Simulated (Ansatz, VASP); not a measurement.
Si7Ge in VASP and in Ansatz

```xyz
8
Lattice="5.5543 0.0000 0.0000 0.0000 5.5543 0.0000 0.0000 0.0000 5.5543" Properties=species:S:1:pos:R:3 pbc="T T T"
Si    1.4030    1.4030    1.4030
Si    0.0000    2.7772    2.7772
Si    2.7772    2.7772    0.0000
Si    2.7772    0.0000    2.7772
Si    4.1513    1.4030    4.1513
Si    4.1513    4.1513    1.4030
Si    1.4030    4.1513    4.1513
Ge    0.0000    0.0000    0.0000
```

Alike in both runs: task single point; functional PBEsol; k mesh 8 × 8 × 8; occupations gaussian, width 0.03 eV; no spin polarisation.

|  | VASP | Ansatz |
| --- | --- | --- |
| version | VASP 6.6.1 | Ansatz 0.2.0 |
| potentials or method | VASP PAW PBE potentials, release 64 (Si, Ge_d), cutoff 520 eV | scalar-relativistic, plane waves, PAW |
| valence electrons in the cell | 42 | 42 |

VASP gave:

```
gap on the k mesh at the Fermi level (eV) : 0.37
least direct gap on the mesh (eV)         : 0.37
pressure (GPa)                            : -4.1
```

What did Ansatz give for the same quantities?

gap on the k mesh at the Fermi level (eV): 0.38; least direct gap on the mesh (eV): 0.38; pressure (GPa): -4.2.

VASP's potentials were made for PBE, not for PBEsol, and Ansatz warns of the same on its side.
